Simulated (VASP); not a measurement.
Wanted: the native input for a VASP 6.6.1 run.

| Item | Value |
| --- | --- |
| Task | single point |
| Functional | revPBE |
| Potentials or basis | VASP PAW PBE potentials, release 64 (Au) |
| Cutoff | 520 eV |
| k mesh | 22 × 22 × 22 |
| Occupations | fermi-dirac, width 0.1 eV |
| Spin | no spin polarisation |
| Dipole correction | no |
| Further INCAR settings | ALGO = Normal; EDIFF = 1e-06; NBANDS = 12 |

The structure of Au lies in POSCAR:

```
Au
1.0
   -1.6629995230      1.6629995230      1.6629995230
    1.6629995230     -1.6629995230      1.6629995230
    1.6629995230      1.6629995230     -1.6629995230
Au
1
Direct
    0.0000000000      0.0000000000      0.0000000000
```

These files were run (other wordings do the same):

INCAR

```
SYSTEM = Au
PREC     = Accurate       ! precision mode
ENCUT    = 520            ! plane-wave cutoff, eV
EDIFF    = 1E-6           ! SCF threshold, eV
ISMEAR   = -1             ! smearing method
SIGMA    = 0.1            ! smearing width, eV
LREAL    = .FALSE.        ! projectors in reciprocal space
LASPH    = .TRUE.         ! aspherical terms in the spheres
NELM     = 60             ! most SCF steps
ALGO     = Normal         ! electronic algorithm
ISIF     = 2              ! what is computed and relaxed
LWAVE    = .FALSE.        ! write WAVECAR
LCHARG   = .FALSE.        ! write CHGCAR
GGA      = RE             ! functional
NBANDS   = 12             ! bands
```

KPOINTS

```
Automatic mesh
0
G
  22 22 22
  0 0 0
```

Potentials or basis: VASP PAW PBE potentials, release 64 (Au).

The run is started by

```bash
$ cat potpaw_PBE.64/Au/POTCAR > POTCAR
$ mpirun -np 1 vasp_std > vasp.out
```

It gave:

The pressure is -0.1 GPa.

Caveat: the PAW data sets were made with another functional, which shifts forces and pressure a little.

It took 22 s on 1 thread of Intel Xeon 6975P-C, with other jobs on the host, peak memory 0.2 GiB.
